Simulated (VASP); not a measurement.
# TaN (P-6m2) in VASP: further runs

Runs on TaN. Level: PBE. Tasks: single point.

Program: VASP 6.6.1. These are calculated values, not measurements. Logs are shortened: lines on timing, memory, paths and dates and some standing lists are left out, and cuts for length are marked.

### 1 The cell of the first run

The structure is hexagonal, space group P-6m2 (No. 187). The conventional cell has a = 2.938 Å, b = 2.938 Å, c = 2.883 Å, α = 90.00°, β = 90.00°, γ = 120.00°. Within 3.0 Å of Ta (site symmetry -6m2) lie 6 N at 2.23 Å and 8 Ta at 2.88 to 2.94 Å. N (site symmetry -6m2) has 6 Ta at 2.23 Å and 8 N at 2.88 to 2.94 Å within 3.0 Å.

### 2 Single point, PBE

File INCAR:

```
ALGO = Normal
EDIFF = 1E-6
ENCUT = 520
GGA = PE
ISIF = 2
ISMEAR = -1
LASPH = True
LCHARG = False
LREAL = False
LWAVE = False
NBANDS = 42
NELM = 100
PREC = Accurate
SIGMA = 0.02
```

File KPOINTS:

```
k-points
0
Gamma
  12 12 10
```

File POSCAR:

```
TaN
1.0
    1.4689994292      2.5443816477      2.8830000000
   -1.4689994292     -2.5443816477      2.8830000000
    4.4069982876     -2.5443816477      0.0000000000
Ta N
4 4
Direct
    0.7500000000      0.7500000000      0.3333333333
    0.5000000000      0.0000000000      0.8333333333
    0.0000000000      0.5000000000      0.8333333333
    0.2500000000      0.2500000000      0.3333333333
    0.5000000000      0.5000000000      0.0000000000
    0.2500000000      0.7500000000      0.5000000000
    0.7500000000      0.2500000000      0.5000000000
    0.0000000000      0.0000000000      0.0000000000
```

Potentials or basis: VASP PAW PBE potentials, release 64 (Ta_pv, N).

On the command line:

```console
$ cat potpaw_PBE.64/Ta_pv/POTCAR potpaw_PBE.64/N/POTCAR > POTCAR
$ mpirun -np 1 vasp_std > vasp.out
```

OUTCAR:

```text
EDIFF = 1E-6
   ENCUT = 520
   GGA = PE
   ISIF = 2
   ISMEAR = -1
   LASPH = True
   LREAL = False
   NELM = 100
   PREC = Accurate

 ion  position               nearest neighbor table
   1  0.750  0.750  0.333-   5 2.23   8 2.23   6 2.23   7 2.23   7 2.23   6 2.23   4 2.88   4 2.88
                             2 2.94   3 2.94   3 2.94   2 2.94   4 2.94   4 2.94
   2  0.500  0.000  0.833-   6 2.23   7 2.23   8 2.23   5 2.23   5 2.23   8 2.23   3 2.88   3 2.88
                             4 2.94   1 2.94   4 2.94   1 2.94   3 2.94   3 2.94
   3  0.000  0.500  0.833-   6 2.23   7 2.23   5 2.23   8 2.23   8 2.23   5 2.23   2 2.88   2 2.88
                             1 2.94   4 2.94   4 2.94   1 2.94   2 2.94   2 2.94
   4  0.250  0.250  0.333-   5 2.23   8 2.23   7 2.23   6 2.23   6 2.23   7 2.23   1 2.88   1 2.88
                             3 2.94   2 2.94   3 2.94   2 2.94   1 2.94   1 2.94
   5  0.500  0.500  0.000-   1 2.23   4 2.23   2 2.23   3 2.23   2 2.23   3 2.23
   6  0.250  0.750  0.500-   2 2.23   3 2.23   4 2.23   1 2.23   4 2.23   1 2.23
   7  0.750  0.250  0.500-   2 2.23   3 2.23   1 2.23   4 2.23   1 2.23   4 2.23
   8  0.000  0.000  0.000-   1 2.23   4 2.23   3 2.23   2 2.23   3 2.23   2 2.23

  LATTYP: Found a base centered orthorhombic cell.
 ALAT       =     5.7660000000
 B/A-ratio  =     1.0190769540
 C/A-ratio  =     0.8825465306

  Lattice vectors:

 A1 = (   1.4689994292,   2.5443816477,   2.8830000000)
 A2 = (  -1.4689994292,  -2.5443816477,   2.8830000000)
 A3 = (   4.4069982876,  -2.5443816477,   0.0000000000)

Analysis of symmetry for initial positions (statically):
=====================================================================
 Subroutine PRICEL returns following result:

  LATTYP: Found a hexagonal cell.
 ALAT       =     2.9379988584
 C/A-ratio  =     0.9812801635

  Lattice vectors:

 A1 = (   2.9379988584,   0.0000000000,   0.0000000000)
 A2 = (  -1.4689994292,   2.5443816477,   0.0000000000)
 A3 = (   0.0000000000,   0.0000000000,   2.8830000000)

   4 primitive cells build up your supercell.

 Routine SETGRP: Setting up the symmetry group for a
 base centered orthorhombic supercell.

 Subroutine GETGRP returns: Found  4 space group operations
 (whereof  4 operations were pure point group operations)
 out of a pool of  8 trial point group operations.

The static configuration has the point symmetry C_2v.

Analysis of symmetry for dynamics (positions and initial velocities):
=====================================================================
 Subroutine PRICEL returns following result:

  LATTYP: Found a hexagonal cell.
 ALAT       =     2.9379988584
 C/A-ratio  =     0.9812801635

  Lattice vectors:

 A1 = (   2.9379988584,   0.0000000000,   0.0000000000)
 A2 = (  -1.4689994292,   2.5443816477,   0.0000000000)
 A3 = (   0.0000000000,   0.0000000000,   2.8830000000)

   4 primitive cells build up your supercell.

 Routine SETGRP: Setting up the symmetry group for a
 base centered orthorhombic supercell.

 Subroutine GETGRP returns: Found  4 space group operations
 (whereof  4 operations were pure point group operations)
 out of a pool of  8 trial point group operations.

The dynamic configuration has the point symmetry C_2v.

 Subroutine INISYM returns: Found  4 space group operations
 (whereof  4 operations are pure point group operations),
 and found     4 'primitive' translations

----------------------------------------------------------------------------------------

                                     Primitive cell

  volume of cell :      21.5516

  direct lattice vectors                    reciprocal lattice vectors
     2.937998858  0.000000000  0.000000000     0.340367729  0.196511400  0.000000000
    -1.468999429  2.544381648  0.000000000     0.000000000  0.393022800  0.000000000
     0.000000000  0.000000000  2.883000000     0.000000000  0.000000000  0.346860909

  length of vectors
     2.937998858  2.937998858  2.883000000     0.393022800  0.393022800  0.346860909

  position of ions in fractional coordinates (direct lattice)
     0.333333333  0.666666667  0.500000000
     0.000000000  0.000000000  0.000000000

  ion indices of the primitive-cell ions
   primitive index   ion index
                 1           1
                 2           5

----------------------------------------------------------------------------------------

 KPOINTS: k-points

Automatic generation of k-mesh.
 Grid dimensions read from file:
 generate k-points for:   12   12   10

 Generating k-lattice:

  Cartesian coordinates                     Fractional coordinates (reciprocal lattice)
     0.007090994  0.012281963  0.014452538     0.083333333  0.000000000 -0.000000000
    -0.007090994 -0.012281963  0.014452538     0.000000000  0.083333333  0.000000000
     0.017018386 -0.009825570  0.000000000     0.000000000  0.000000000  0.100000000

  Length of vectors
     0.020248572  0.020248572  0.019651140

  Shift w.r.t. Gamma in fractional coordinates (k-lattice)
     0.000000000  0.000000000  0.000000000

 Subroutine IBZKPT returns following result:
 ===========================================

 Found    258 irreducible k-points:

 Following reciprocal coordinates:
            Coordinates               Weight
  0.000000  0.000000  0.000000      1.000000
  0.083333  0.000000  0.000000      4.000000
  0.166667  0.000000 -0.000000      4.000000
  0.250000  0.000000 -0.000000      4.000000
  0.333333  0.000000  0.000000      4.000000
  0.416667 -0.000000  0.000000      4.000000
[... 16 lines left out ...]
  0.500000  0.166667  0.000000      4.000000
 -0.416667  0.166667  0.000000      4.000000
 [... further k-points ...]
   k-points           NKPTS =    258   k-points in BZ     NKDIM =    258   number of bands    NBANDS=     42
   number of dos      NEDOS =    301   number of ions     NIONS =      8
   total plane-waves  NPLWV =  40960
   dimension x,y,z NGX =    32 NGY =   32 NGZ =   40
   dimension x,y,z NGXF=    64 NGYF=   64 NGZF=   80
   ions per type =               4   4
   NGX,Y,Z   is equivalent  to a cutoff of  12.92, 12.92, 13.07 a.u.
   NGXF,Y,Z  is equivalent  to a cutoff of  25.85, 25.85, 26.14 a.u.
 SYSTEM =  unknown system
   PREC   = accura    normal or accurate (medium, high low for compatibility)
   ISTART =      0    job   : 0-new  1-cont  2-samecut
   ICHARG =      2    charge: 1-file 2-atom 10-const
   ISPIN  =      1    spin polarized calculation?
   LNONCOLLINEAR =      F non collinear calculations
   LSORBIT =      F    spin-orbit coupling
   LASPH  =      T    aspherical Exc in radial PAW
   ENCUT  =  520.0 eV  38.22 Ry    6.18 a.u.   7.65  7.65  9.46*2*pi/ulx,y,z
   NELM   =    100;   NELMIN=  2; NELMDL= -5     # of ELM steps
   EDIFF  = 0.1E-05   stopping-criterion for ELM
   LREAL  =      F    real-space projection
   EDIFFG = 0.1E-04   stopping-criterion for IOM
   NSW    =      0    number of steps for IOM
   IBRION =     -1    ionic relax: 0-MD 1-quasi-New 2-CG
   NFREE  =      0    steps in history (QN), initial steepest desc. (CG)
   ISIF   =      2    stress and relaxation
   ISYM   =      2    0-nonsym 1-usesym 2-fastsym
   POTIM  = 0.5000    time-step for ionic-motion
   TEBEG  =    0.0;   TEEND  =   0.0 temperature during run
   PSTRESS=    0.0 pullay stress
   NELECT =      64.0000    total number of electrons
   NUPDOWN=      -1.0000    fix difference up-down
   EMIN   =  10.00;   EMAX   =-10.00  energy-range for DOS
   EFERMI =   0.00;   METHOD = LEGACY
   ISMEAR =    -1;   SIGMA  =   0.02  broadening in eV -4-tet -1-fermi 0-gaus
   EFERMI_NEDOS =   21; number of points for ismear=-14 and -15
   IALGO  =     38    algorithm
   IMIX   =      4    mixing-type and parameters
     AMIX     =   0.40;   BMIX     =  1.00
     AMIX_MAG =   1.60;   BMIX_MAG =  1.00
  volume/ion in A,a.u.               =      10.78        72.72
  Fermi-wavevector in a.u.,A,eV,Ry     =   1.482366  2.801265 29.897546  2.197408
  Thomas-Fermi vector in A             =   2.596161
   LORBIT       =      0    0 simple, 1 ext, 2 COOP (PROOUT), +10 PAW based schemes
   GGA     = PE    functional components
   LHFCALC =     F    Hartree Fock is set to
   AEXX    =    0.0000 exact exchange contribution
   IVDW    =     0    specifies the selected vdW correction
   LEPSILON=     F    determine dielectric tensor
   LRPA    =     F    only Hartree local field effects (RPA)
 non-spin polarized calculation
  energy-cutoff  :      520.00
  volume of cell :       86.21
 maximum number of plane-waves:      2345
   NGX = 15   NGY = 15   NGZ = 19

 number of electron      64.0000012 magnetization

 Free energy of the ion-electron system (eV)
  ---------------------------------------------------
  ext. energy  EPLUGINS =         0.00000000
  ---------------------------------------------------
  free energy    TOTEN  =       -89.76101413 eV

  energy without entropy =      -89.76067244  energy(sigma->0) =      -89.76084328

 E-fermi :   8.2480     XC(G=0): -13.3458

 val. band max:        8.2257208931   @ k =   0.4167   0.4167   0.0000
 cond. band min:       8.2507508897   @ k =   0.3333   0.2500   0.0000
 fundamental gap:      0.0250299966
 Fermi energy:         8.2479910769

 k-point     1 :       0.0000    0.0000    0.0000
  band No.  band energies     occupation
      1     -27.3604      2.00000
      2     -27.2523      2.00000
      3     -27.2523      2.00000
      4     -27.0184      2.00000
      5     -27.0184      2.00000
      6     -26.6535      2.00000
[... 34 lines left out ...]
     41      12.3240      0.00000
     42      13.2905      0.00000

 k-point     2 :       0.0833    0.0000    0.0000
  band No.  band energies     occupation
      1     -27.3522      2.00000
      2     -27.2591      2.00000
      3     -27.2244      2.00000
      4     -27.0243      2.00000
      5     -26.9966      2.00000
      6     -26.7179      2.00000
[... 979 lines left out ...]
     41      12.0578      0.00000
     42      12.6522      0.00000

 k-point    24 :      -0.4167    0.1667    0.0000
  band No.  band energies     occupation
      1     -27.3180      2.00000
      2     -27.1205      2.00000
      3     -27.1094      2.00000
      4     -27.0965      2.00000
      5     -26.9438      2.00000
      6     -26.8323      2.00000
[... 34 lines left out ...]
     41      12.4808      0.00000
     42      12.6483      0.00000

 [... further k-points ...]

------------------------ aborting loop because EDIFF is reached ----------------------------------------

  FORCE on cell =-STRESS in cart. coord.  units (eV):
  Direction    XX          YY          ZZ          XY          YZ          ZX
  --------------------------------------------------------------------------------------
  -------------------------------------------------------------------------------------
  Total        2.6739063      2.6627826      3.3791072     -0.0096334      0.0000000      0.0000000
  in kB       49.6956371     49.4888985     62.8020814     -0.1790408      0.0000000      0.0000000
  external PRESSURE =      53.9955390 kB  Pullay stress =       0.0000000 kB

 VOLUME and BASIS-vectors are now :
 -----------------------------------------------------------------------------
  energy-cutoff  :      520.00
  volume of cell :       86.21
      direct lattice vectors                 reciprocal lattice vectors
     1.468999429  2.544381648  2.883000000     0.085091932  0.147383550  0.173430454
    -1.468999429 -2.544381648  2.883000000    -0.085091932 -0.147383550  0.173430454
     4.406998288 -2.544381648  0.000000000     0.170183865 -0.098255700  0.000000000

 POSITION                                       TOTAL-FORCE (eV/Angst)
 -----------------------------------------------------------------------------------
      1.46900     -0.84813      4.32450        -0.000290      0.000167      0.000000
      4.40700     -0.84813      1.44150        -0.000290      0.000167      0.000000
      2.93800     -3.39251      1.44150        -0.000290      0.000167      0.000000
      1.46900     -0.84813      1.44150        -0.000290      0.000167      0.000000
      0.00000      0.00000      2.88300         0.000290     -0.000167     -0.000000
      1.46900     -2.54438      2.88300         0.000290     -0.000167      0.000000
      2.93800      0.00000      2.88300         0.000290     -0.000167     -0.000000
      0.00000      0.00000      0.00000         0.000290     -0.000167     -0.000000
 -----------------------------------------------------------------------------------
    total drift:                                0.000020     -0.000011     -0.000000

  FREE ENERGIE OF THE ION-ELECTRON SYSTEM (eV)
  ---------------------------------------------------
  free  energy   TOTEN  =       -89.7610141280 eV

  energy  without entropy=      -89.7606724414  energy(sigma->0) =      -89.76084328
```

Run time: 19 min. Hardware: 1 thread of Intel Xeon 8259CL, shared host; peak memory 0.71 GiB.

What came out:

* Free energy: -89.7610 eV
* Pressure: 5.4 GPa
* Band gap on the k mesh: zero (bands 32 and 33 overlap by 0.32 eV)

Stress tensor (GPa, compression positive):
```
 4.97 -0.02  0.00
-0.02  4.95  0.00
 0.00  0.00  6.28
```

Caveat: the cell stands under pressure; spin-orbit coupling is left out, which moves the levels of the heavy elements.

### 3 Single point, PBE

This run uses another cell than the first one: it holds 2 atoms, not 8.

File INCAR:

```
PREC     = Accurate       # precision mode
ENCUT    = 520            # plane-wave cutoff, eV
EDIFF    = 1E-6           # SCF threshold, eV
ISMEAR   = -1             # smearing method
SIGMA    = 0.02           # smearing width, eV
LREAL    = F              # projectors in reciprocal space
LASPH    = T              # aspherical terms in the spheres
NELM     = 80             # most SCF steps
ALGO     = Normal         # electronic algorithm
ISIF     = 2              # what is computed and relaxed
LWAVE    = F              # write WAVECAR
LCHARG   = F              # write CHGCAR
GGA      = PE             # functional
NBANDS   = 15             # bands
```

File KPOINTS:

```
Automatic mesh
0
Gamma
  18 18 16
```

File POSCAR:

```
TaN
1.0
    2.9379988584      0.0000000000      0.0000000000
   -1.4689994292      2.5443816477      0.0000000000
    0.0000000000      0.0000000000      2.8830000000
Ta N
1 1
Direct
    0.3333333333      0.6666666667      0.5000000000
    0.0000000000      0.0000000000      0.0000000000
```

Potentials or basis: VASP PAW PBE potentials, release 64 (Ta_pv, N).

On the command line:

```console
$ cat potpaw_PBE.64/Ta_pv/POTCAR potpaw_PBE.64/N/POTCAR > POTCAR
$ mpirun -np 1 vasp_std > vasp.out
```

It took 2.3 min on 1 thread of AMD EPYC 7R13, shared host; peak memory 0.2 GiB.

The run converged. Its results:

```
Free energy            : -22.4403 eV
Pressure               : 5.4 GPa
Band gap on the k mesh : zero (bands 8 and 9 overlap by 0.43 eV)
```

Stress tensor (GPa, compression positive):
```
4.95 0.00 0.00
0.00 4.95 0.00
0.00 0.00 6.29
```

Levels at points of the mesh, in eV from the Fermi level:
```tsv
k point	band 4	band 5	band 6	band 7	band 8	band 9	band 10	band 11	band 12	band 13
(0.00, 0.00, 0.00)	-17.79	-4.57	-4.57	-4.21	-2.93	2.21	3.58	3.58	4.00	4.00
(0.50, 0.00, 0.00)	-15.50	-8.29	-5.19	-3.48	-3.19	3.01	4.01	5.22	5.29	7.43
(0.00, 0.00, 0.50)	-15.14	-9.36	-3.76	-3.76	-0.09	-0.09	2.40	3.33	3.33	8.20
(0.50, 0.00, 0.50)	-15.80	-7.33	-6.19	-5.69	-0.37	4.16	5.35	6.04	7.08	10.19
```

Caveat: the cell stands under pressure; spin-orbit coupling is left out, which moves the levels of the heavy elements.
